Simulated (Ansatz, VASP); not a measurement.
# La in VASP and in Ansatz

INCAR

```
  AGGAC = 1.0
  AGGAX = 1.0
  ALDAC = 0.0
  ALDAX = 1.0
  ALGO = Normal
  EDIFF = 1E-6
  ENCUT = 520
  GGA = B5
  ISIF = 2
  ISMEAR = -1
  LASPH = True
  LCHARG = False
  LREAL = False
  LWAVE = False
  NBANDS = 12
  NELM = 100
  PREC = Accurate
  SIGMA = 0.1
```

Contents of KPOINTS:

```
k-points
0
Gamma
  12 12 12
```

The input POSCAR:

```
La
1.0
   -2.0764647329      2.0764647329      2.0764647329
    2.0764647329     -2.0764647329      2.0764647329
    2.0764647329      2.0764647329     -2.0764647329
La
1
Direct
    0.0000000000      0.0000000000      0.0000000000
```

Input for Ansatz:

```yaml
crystal:
  lattice:
    - [-2.0764647329, 2.0764647329, 2.0764647329]
    - [2.0764647329, -2.0764647329, 2.0764647329]
    - [2.0764647329, 2.0764647329, -2.0764647329]
  atoms:
    - { symbol: La, position: [0.0, 0.0, 0.0] }
hamiltonian:
  xc: blyp
  pseudopotentials:
    kind: paw
    azcp:
      La: "pseudopotentials/La.paw.azcp"
basis:
  ecutwfc: 420
  fft_grid_basis: typed
kpoints:
  mp_grid: { grid: [12, 12, 12], shift: [0, 0, 0] }
magnetization:
  spin_polarized: false
scf:
  occupations: { method: fermi_dirac, width: 0.1 }
  lower_state_search: "off"
output:
  stress: true
```

Alike in both runs: task single point; functional BLYP; k mesh 12 × 12 × 12; occupations fermi-dirac, width 0.1 eV; no spin polarisation.

|  | VASP | Ansatz |
| --- | --- | --- |
| version | VASP 6.6.1 | Ansatz 0.2.0 |
| potentials or method | VASP PAW PBE potentials, release 64 (La), cutoff 520 eV | plane waves (420 eV) with PAW, scalar-relativistic |
| valence electrons in the cell | 11 | 11 |

|  | VASP | Ansatz | Ansatz less VASP |
| --- | --- | --- | --- |
| pressure (GPa) | 3.9 | 3.9 | +0.03 |

VASP's potentials were made for PBE, not for BLYP.

Neither program's run includes spin-orbit coupling.
